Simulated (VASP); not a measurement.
# Ge (P4_2/m) in VASP: notebook

The runs below take Ge through single point, relaxation of cell and atoms, with PBE.

Program: VASP 6.6.1. These are calculated values, not measurements. Logs are shortened: lines on timing, memory, paths and dates and some standing lists are left out, and cuts for length are marked.

### Step 1. The cell of the first run

The structure is tetragonal, space group P4_2/m (No. 84). The conventional cell has a = 4.124 Å, b = 4.124 Å, c = 6.598 Å, α = 90.00°, β = 90.00°, γ = 90.00°. Ge (site symmetry -4) has 4 Ge at 2.38 Å within 3.1 Å. Ge (site symmetry m) has 4 Ge at 2.34 to 2.53 Å within 3.1 Å.

The cell was generated, and may not be a known phase.

### Step 2. Single point, PBE

INCAR

```
SYSTEM = Ge
PREC     = Accurate       ! precision mode
ENCUT    = 520            ! plane-wave cutoff, eV
EDIFF    = 1E-6           ! SCF threshold, eV
ISMEAR   = 0              ! smearing method
SIGMA    = 0.1            ! smearing width, eV
LREAL    = .False.        ! projectors in reciprocal space
LASPH    = .True.         ! aspherical terms in the spheres
NELM     = 80             ! most SCF steps
ALGO     = Normal         ! electronic algorithm
ISIF     = 2              ! what is computed and relaxed
LWAVE    = .False.        ! write WAVECAR
LCHARG   = .False.        ! write CHGCAR
GGA      = PE             ! functional
NBANDS   = 51             ! bands
```

KPOINTS

```
regular mesh
0
Gamma
  4 4 4
  0 0 0
```

POSCAR

```
Ge
1.0
    4.1235340900      0.0000000000      0.0000000000
    0.0000000000      4.1235340900      0.0000000000
    0.0000000000      0.0000000000      6.5983664000
Ge
6
Direct
    0.0000000000      0.0000000000      0.2500000000
    0.0000000000      0.0000000000      0.7500000000
    0.6566823100      0.2368163300      0.5000000000
    0.3433176900      0.7631836700      0.5000000000
    0.7631836700      0.6566823100      0.0000000000
    0.2368163300      0.3433176900      0.0000000000
```

Potentials or basis: VASP PAW PBE potentials, release 64 (Ge_d).

Started as:

```
$ cat potpaw_PBE.64/Ge_d/POTCAR > POTCAR
$ mpirun -np 1 vasp_std > vasp.out
```

OUTCAR:

```text
SYSTEM = Ge
   PREC = Accurate
   ENCUT = 520
   EDIFF = 1E-6
   ISMEAR = 0
   LREAL = .False.
   LASPH = .True.
   NELM = 80
   ISIF = 2
   GGA = PE

 ion  position               nearest neighbor table
   1  0.000  0.000  0.250-   3 2.38   4 2.38   5 2.38   6 2.38
   2  0.000  0.000  0.750-   3 2.38   4 2.38   5 2.38   6 2.38
   3  0.657  0.237  0.500-   4 2.34   2 2.38   1 2.38   4 2.53
   4  0.343  0.763  0.500-   3 2.34   2 2.38   1 2.38   3 2.53
   5  0.763  0.657  0.000-   6 2.34   2 2.38   1 2.38   6 2.53
   6  0.237  0.343  0.000-   5 2.34   2 2.38   1 2.38   5 2.53

  LATTYP: Found a simple tetragonal cell.
 ALAT       =     4.1235340900
 C/A-ratio  =     1.6001726325

  Lattice vectors:

 A1 = (   4.1235340900,   0.0000000000,   0.0000000000)
 A2 = (   0.0000000000,   4.1235340900,   0.0000000000)
 A3 = (   0.0000000000,   0.0000000000,   6.5983664000)

Analysis of symmetry for initial positions (statically):
=====================================================================
 Subroutine PRICEL returns:
 Original cell was already a primitive cell.

 Routine SETGRP: Setting up the symmetry group for a
 simple tetragonal supercell.

 Subroutine GETGRP returns: Found  8 space group operations
 (whereof  4 operations were pure point group operations)
 out of a pool of 16 trial point group operations.

The static configuration has the point symmetry C_2h.
 The point group associated with its full space group is C_4h.

Analysis of symmetry for dynamics (positions and initial velocities):
=====================================================================
 Subroutine PRICEL returns:
 Original cell was already a primitive cell.

 Routine SETGRP: Setting up the symmetry group for a
 simple tetragonal supercell.

 Subroutine GETGRP returns: Found  8 space group operations
 (whereof  4 operations were pure point group operations)
 out of a pool of 16 trial point group operations.

The dynamic configuration has the point symmetry C_2h.
 The point group associated with its full space group is C_4h.

 Subroutine INISYM returns: Found  8 space group operations
 (whereof  4 operations are pure point group operations),
 and found     1 'primitive' translations

----------------------------------------------------------------------------------------

                                     Primitive cell

  volume of cell :     112.1955

  direct lattice vectors                    reciprocal lattice vectors
     4.123534090  0.000000000  0.000000000     0.242510424  0.000000000  0.000000000
     0.000000000  4.123534090  0.000000000     0.000000000  0.242510424  0.000000000
     0.000000000  0.000000000  6.598366400     0.000000000  0.000000000  0.151552663

  length of vectors
     4.123534090  4.123534090  6.598366400     0.242510424  0.242510424  0.151552663

  position of ions in fractional coordinates (direct lattice)
     0.000000000  0.000000000  0.250000000
     0.000000000  0.000000000  0.750000000
     0.656682310  0.236816330  0.500000000
     0.343317690  0.763183670  0.500000000
     0.763183670  0.656682310  0.000000000
     0.236816330  0.343317690  0.000000000

  ion indices of the primitive-cell ions
   primitive index   ion index
                 1           1
                 2           2
                 3           3
                 4           4
                 5           5
                 6           6

----------------------------------------------------------------------------------------

 KPOINTS: regular mesh

Automatic generation of k-mesh.
 Grid dimensions read from file:
 generate k-points for:    4    4    4

 Generating k-lattice:

  Cartesian coordinates                     Fractional coordinates (reciprocal lattice)
     0.060627606  0.000000000  0.000000000     0.250000000  0.000000000  0.000000000
     0.000000000  0.060627606  0.000000000     0.000000000  0.250000000  0.000000000
     0.000000000  0.000000000  0.037888166     0.000000000  0.000000000  0.250000000

  Length of vectors
     0.060627606  0.060627606  0.037888166

  Shift w.r.t. Gamma in fractional coordinates (k-lattice)
     0.000000000  0.000000000  0.000000000

 Subroutine IBZKPT returns following result:
 ===========================================

 Found     18 irreducible k-points:

 Following reciprocal coordinates:
            Coordinates               Weight
  0.000000  0.000000  0.000000      1.000000
  0.250000  0.000000  0.000000      4.000000
  0.500000  0.000000  0.000000      2.000000
  0.250000  0.250000  0.000000      4.000000
  0.500000  0.250000  0.000000      4.000000
  0.500000  0.500000  0.000000      1.000000
[... 10 lines left out ...]
  0.500000  0.250000  0.500000      4.000000
  0.500000  0.500000  0.500000      1.000000
   k-points           NKPTS =     18   k-points in BZ     NKDIM =     18   number of bands    NBANDS=     51
   number of dos      NEDOS =    301   number of ions     NIONS =      6
   total plane-waves  NPLWV =  51200
   dimension x,y,z NGX =    32 NGY =   32 NGZ =   50
   dimension x,y,z NGXF=    64 NGYF=   64 NGZF=  100
   ions per type =               6
   NGX,Y,Z   is equivalent  to a cutoff of  12.90, 12.90, 12.60 a.u.
   NGXF,Y,Z  is equivalent  to a cutoff of  25.80, 25.80, 25.20 a.u.
 SYSTEM =  Ge
   PREC   = accura    normal or accurate (medium, high low for compatibility)
   ISTART =      0    job   : 0-new  1-cont  2-samecut
   ICHARG =      2    charge: 1-file 2-atom 10-const
   ISPIN  =      1    spin polarized calculation?
   LNONCOLLINEAR =      F non collinear calculations
   LSORBIT =      F    spin-orbit coupling
   LASPH  =      T    aspherical Exc in radial PAW
   ENCUT  =  520.0 eV  38.22 Ry    6.18 a.u.   7.67  7.67 12.27*2*pi/ulx,y,z
   NELM   =     80;   NELMIN=  2; NELMDL= -5     # of ELM steps
   EDIFF  = 0.1E-05   stopping-criterion for ELM
   LREAL  =      F    real-space projection
   EDIFFG = 0.1E-04   stopping-criterion for IOM
   NSW    =      0    number of steps for IOM
   IBRION =     -1    ionic relax: 0-MD 1-quasi-New 2-CG
   NFREE  =      0    steps in history (QN), initial steepest desc. (CG)
   ISIF   =      2    stress and relaxation
   ISYM   =      2    0-nonsym 1-usesym 2-fastsym
   POTIM  = 0.5000    time-step for ionic-motion
   TEBEG  =    0.0;   TEEND  =   0.0 temperature during run
   PSTRESS=    0.0 pullay stress
   NELECT =      84.0000    total number of electrons
   NUPDOWN=      -1.0000    fix difference up-down
   EMIN   =  10.00;   EMAX   =-10.00  energy-range for DOS
   EFERMI =   0.00;   METHOD = LEGACY
   ISMEAR =     0;   SIGMA  =   0.10  broadening in eV -4-tet -1-fermi 0-gaus
   EFERMI_NEDOS =   21; number of points for ismear=-14 and -15
   IALGO  =     38    algorithm
   IMIX   =      4    mixing-type and parameters
     AMIX     =   0.40;   BMIX     =  1.00
     AMIX_MAG =   1.60;   BMIX_MAG =  1.00
  volume/ion in A,a.u.               =      18.70       126.19
  Fermi-wavevector in a.u.,A,eV,Ry     =   1.486538  2.809150 30.066095  2.209796
  Thomas-Fermi vector in A             =   2.599812
   LORBIT       =      0    0 simple, 1 ext, 2 COOP (PROOUT), +10 PAW based schemes
   GGA     = PE    functional components
   LHFCALC =     F    Hartree Fock is set to
   AEXX    =    0.0000 exact exchange contribution
   IVDW    =     0    specifies the selected vdW correction
   LEPSILON=     F    determine dielectric tensor
   LRPA    =     F    only Hartree local field effects (RPA)
 non-spin polarized calculation
 Gauss-broadening in eV      SIGMA  =   0.10
  energy-cutoff  :      520.00
  volume of cell :      112.20
 maximum number of plane-waves:      3040
 NGX is ok and might be reduce to    32
   NGX = 15   NGY = 15   NGZ = 25

 number of electron      84.0000053 magnetization

 Free energy of the ion-electron system (eV)
  ---------------------------------------------------
  ext. energy  EPLUGINS =         0.00000000
  ---------------------------------------------------
  free energy    TOTEN  =       -24.58084585 eV

  energy without entropy =      -24.56995462  energy(sigma->0) =      -24.57540023

 E-fermi :   6.3137     XC(G=0): -11.0684

 val. band max:        6.2532159352   @ k =   0.2500   0.0000   0.2500
 cond. band min:       6.3197985882   @ k =   0.5000   0.0000   0.2500
 fundamental gap:      0.0665826530
 Fermi energy:         6.3137322147

 k-point     1 :       0.0000    0.0000    0.0000
  band No.  band energies     occupation
      1     -18.2266      2.00000
      2     -18.2133      2.00000
      3     -18.2133      2.00000
      4     -18.2014      2.00000
      5     -18.1632      2.00000
      6     -18.1434      2.00000
[... 43 lines left out ...]
     50      13.1761      0.00000
     51      13.4691      0.00000

 k-point     2 :       0.2500    0.0000    0.0000
  band No.  band energies     occupation
      1     -18.2294      2.00000
      2     -18.2289      2.00000
      3     -18.2208      2.00000
      4     -18.2039      2.00000
      5     -18.1493      2.00000
      6     -18.1484      2.00000
[... 43 lines left out ...]
     50      11.8473      0.00000
     51      12.3154      0.00000

 k-point     3 :       0.5000    0.0000    0.0000
  band No.  band energies     occupation
      1     -18.2407      2.00000
      2     -18.2265      2.00000
      3     -18.2255      2.00000
      4     -18.2089      2.00000
      5     -18.1424      2.00000
      6     -18.1386      2.00000
[... 43 lines left out ...]
     50      11.4814      0.00000
     51      11.6451      0.00000
[... 703 lines left out ...]
 k-point    17 :       0.5000    0.2500    0.5000
  band No.  band energies     occupation
      1     -18.2314      2.00000
      2     -18.2306      2.00000
      3     -18.2205      2.00000
      4     -18.2155      2.00000
      5     -18.1577      2.00000
      6     -18.1483      2.00000
[... 43 lines left out ...]
     50      12.0942      0.00000
     51      14.0992      0.00000

 k-point    18 :       0.5000    0.5000    0.5000
  band No.  band energies     occupation
      1     -18.2282      2.00000
      2     -18.2282      2.00000
      3     -18.2077      2.00000
      4     -18.2077      2.00000
      5     -18.1711      2.00000
      6     -18.1711      2.00000
[... 43 lines left out ...]
     50      15.2466      0.00000
     51      15.4816      0.00000

------------------------ aborting loop because EDIFF is reached ----------------------------------------

  FORCE on cell =-STRESS in cart. coord.  units (eV):
  Direction    XX          YY          ZZ          XY          YZ          ZX
  --------------------------------------------------------------------------------------
  -------------------------------------------------------------------------------------
  Total        9.1876743      9.1876743     15.6999326     -0.0000002      0.0000000      0.0000000
  in kB      131.2020331    131.2020331    224.1985324     -0.0000023      0.0000000      0.0000000
  external PRESSURE =     162.2008662 kB  Pullay stress =       0.0000000 kB

 VOLUME and BASIS-vectors are now :
 -----------------------------------------------------------------------------
  energy-cutoff  :      520.00
  volume of cell :      112.20
      direct lattice vectors                 reciprocal lattice vectors
     4.123534090  0.000000000  0.000000000     0.242510424  0.000000000  0.000000000
     0.000000000  4.123534090  0.000000000     0.000000000  0.242510424  0.000000000
     0.000000000  0.000000000  6.598366400     0.000000000  0.000000000  0.151552663

 POSITION                                       TOTAL-FORCE (eV/Angst)
 -----------------------------------------------------------------------------------
      0.00000      0.00000      1.64959        -0.000000     -0.000000     -0.000000
      0.00000      0.00000      4.94877        -0.000000     -0.000000      0.000000
      2.70785      0.97652      3.29918         0.059330      1.542256      0.000000
      1.41568      3.14701      3.29918        -0.059330     -1.542256     -0.000000
      3.14701      2.70785      0.00000        -1.542256      0.059330      0.000000
      0.97652      1.41568      0.00000         1.542256     -0.059330      0.000000
 -----------------------------------------------------------------------------------
    total drift:                                0.000000     -0.000000     -0.000000

  FREE ENERGIE OF THE ION-ELECTRON SYSTEM (eV)
  ---------------------------------------------------
  free  energy   TOTEN  =       -24.5808458488 eV

  energy  without entropy=      -24.5699546167  energy(sigma->0) =      -24.57540023
```

Run time: 70 s. Hardware: 1 thread of Intel Xeon Platinum 8375C at 2.90GHz (Ice Lake), shared host; peak memory 0.23 GiB.

Results:

```yaml
Free_energy: -24.5808 eV
Pressure: 16.2 GPa
Largest_force: 1.543 eV/Å
Band_gap_on_the_k_mesh: zero (bands 42 and 43 overlap by 0.37 eV)
```

Forces on the atoms (eV/Å):
```
Ge   0.000  0.000  0.000
Ge   0.000  0.000  0.000
Ge   0.059  1.542  0.000
Ge  -0.059 -1.542  0.000
Ge  -1.542  0.059  0.000
Ge   1.542 -0.059  0.000
```

Levels at points of the mesh, in eV from the Fermi level:
| k point | band 39 | band 40 | band 41 | band 42 | band 43 | band 44 | band 45 | band 46 |
| --- | --- | --- | --- | --- | --- | --- | --- | --- |
| (0.00, 0.00, 0.00) | -1.62 | -0.99 | -0.78 | -0.78 | 0.80 | 0.80 | 0.90 | 3.38 |
| (0.50, 0.00, 0.00) | -1.91 | -0.32 | -0.31 | 0.10 | 0.28 | 1.02 | 2.35 | 2.50 |
| (0.50, 0.50, 0.00) | -3.72 | -3.33 | -3.33 | -1.54 | 2.68 | 4.74 | 4.91 | 4.91 |
| (0.00, 0.00, 0.50) | -1.79 | -1.79 | -1.63 | -1.63 | 2.67 | 2.67 | 3.25 | 3.25 |
| (0.50, 0.00, 0.50) | -2.18 | -1.76 | -1.55 | -0.55 | -0.27 | 1.40 | 1.44 | 2.22 |
| (0.50, 0.50, 0.50) | -2.80 | -2.80 | -0.65 | -0.65 | 1.66 | 1.66 | 1.66 | 1.66 |

Caveat: the k points lie up to 0.38 Å⁻¹ apart; semilocal functionals underestimate gaps, and a narrow one can read as zero; forces of over 1 eV/Å act on the atoms, so gaps and moduli don't describe the material at rest.

### Step 3. Single point, PBE

This run uses another cell than the first one, of 22.19 Å³/atom.

INCAR

```
SYSTEM = Ge
  PREC = Accurate
  ENCUT = 520
  EDIFF = 1E-6
  ISMEAR = 0
  SIGMA = 0.1
  LREAL = .False.
  LASPH = .True.
  NELM = 60
  ALGO = Normal
  ISIF = 2
  LWAVE = .False.
  LCHARG = .False.
  GGA = PE
  NBANDS = 51
```

KPOINTS

```
Automatic mesh
0
Gamma
  4 4 4
  0 0 0
```

POSCAR

```
Ge
1.0
    4.2321253957      0.0000000000      0.0000000000
    0.0000000000      4.2321253957      0.0000000000
    0.0000000000      0.0000000000      7.4343202074
Ge
6
Direct
    0.0000000000      0.0000000000      0.2500000000
    0.0000000000      0.0000000000      0.7500000000
    0.6738856020      0.2448314707      0.5000000000
    0.3261143980      0.7551685293      0.5000000000
    0.7551685293      0.6738856020      0.0000000000
    0.2448314707      0.3261143980      0.0000000000
```

Potentials or basis: VASP PAW PBE potentials, release 64 (Ge_d).

Started as:

```
$ cat potpaw_PBE.64/Ge_d/POTCAR > POTCAR
$ mpirun -np 1 vasp_std > vasp.out
```

Wall time 72 s (1 thread of Intel Xeon Platinum 8375C at 2.90GHz (Ice Lake), shared host); peak memory 0.26 GiB.

The run converged. Its results:

```
Free energy            : -25.7814 eV
Pressure               : 0.0 GPa
Largest force          : 0.003 eV/Å
Band gap on the k mesh : zero (bands 42 and 43 overlap by 0.10 eV)
```

Forces in eV/Å, atoms in the order of the input:
```
Ge   0.000  0.000  0.000
Ge   0.000  0.000  0.000
Ge   0.003 -0.002  0.000
Ge  -0.003  0.002  0.000
Ge   0.002  0.003  0.000
Ge  -0.002 -0.003  0.000
```

Stress tensor (GPa, compression positive):
```
 0.01  0.00  0.00
 0.00  0.01  0.00
 0.00  0.00 -0.08
```

Levels at points of the mesh, in eV from the Fermi level:
```tsv
k point	band 38	band 39	band 40	band 41	band 42	band 43	band 44	band 45	band 46	band 47
(0.00, 0.00, 0.00)	-1.69	-1.64	-1.18	-0.49	-0.49	1.01	1.24	1.24	1.62	4.30
(0.50, 0.00, 0.00)	-1.78	-1.27	-0.68	-0.32	-0.07	0.46	0.67	1.85	2.12	3.42
(0.50, 0.50, 0.00)	-3.41	-3.41	-2.67	-2.67	-1.22	1.88	2.29	3.68	3.68	4.01
(0.00, 0.00, 0.50)	-2.96	-1.28	-1.28	-0.92	-0.92	2.58	2.58	2.60	2.60	3.71
(0.50, 0.00, 0.50)	-2.00	-1.46	-1.07	-0.98	-0.19	-0.07	1.37	1.47	2.05	4.11
(0.50, 0.50, 0.50)	-4.20	-3.05	-3.05	-0.86	-0.86	1.05	1.05	1.43	1.43	7.06
```

Caveat: the k points lie up to 0.37 Å⁻¹ apart; semilocal functionals underestimate gaps, and a narrow one can read as zero.

[end of part 1 of 2]

The gap in the log of VASP goes by the Fermi energy; the results here count the filled bands.